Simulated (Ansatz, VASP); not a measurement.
**One calculation of WC, two programs**

File INCAR:

```
PREC = Accurate
ENCUT = 520
EDIFF = 1E-6
ISMEAR = 0
SIGMA = 0.05
LREAL = False
LASPH = True
NELM = 150
ALGO = Normal
ISIF = 2
LWAVE = False
LCHARG = False
MAGMOM = 0 0 0 0 0 0
LORBIT = 11
LSORBIT = True
GGA_COMPAT = False
LORBMOM = True
LMAXMIX = 4
GGA = PE
NBANDS = 30
```

KPOINTS

```
Automatic mesh
0
Gamma
  14 14 12
```

The input POSCAR:

```
WC
1.0
    3.0085825809      0.0000000000      0.0000000000
   -1.5042912904      2.5296203344      0.0000000000
    0.0000000000      0.0000000000      2.8466159029
W C
1 1
Direct
    0.0000000000      0.0000000000      0.0000000000
    0.6666666667      0.3333333333      0.5000000000
```

Input for Ansatz:

```yaml
crystal:
  lattice:
    - [3.0085825809, 0.0, 0.0]
    - [-1.5042912904, 2.5296203344, 0.0]
    - [0.0, 0.0, 2.8466159029]
  atoms:
    - { symbol: W, position: [0.0, 0.0, 0.0] }
    - { symbol: C, position: [0.6666666667, 0.3333333333, 0.5] }
basis:
  ecutwfc: 420
  ecutrho_ratio: 4
kpoints:
  mp_grid: { grid: [14, 14, 12] }
hamiltonian:
  xc: pbe
scf:
  occupations: { method: gaussian, width: 0.05 }
output:
  forces: true
  stress: true
  eigenvalues: true
  populations: true
magnetization:
  noncollinear: true
  spin_orbit: true
```

Change from the starting cell: strain e1 = +0.03, atoms carried along.

Alike in both runs: task single point; functional PBE; k mesh 14 × 14 × 12; occupations gaussian, width 0.05 eV; non-collinear spin, spin-orbit coupling.

```csv
,VASP,Ansatz
version,VASP 6.6.1,Ansatz 0.2.0
potentials or method,"VASP PAW PBE potentials, release 64 (W_sv, C), cutoff 520 eV","plane waves, PAW"
valence electrons in the cell,18,18
```

```tsv
	VASP	Ansatz	Ansatz less VASP
pressure (GPa)	-8.0	-10.0	-1.92
traceless stress, the component that is largest in VASP (GPa)	-8.97	-9.05	-0.079
rms of the force components (eV/Å)	0.076	0.069	-0.0070
```

Atom by atom the forces differ by 0.007 eV/Å (rms over components). The functional is the same, so the differences come from potentials, cutoffs and numerics.
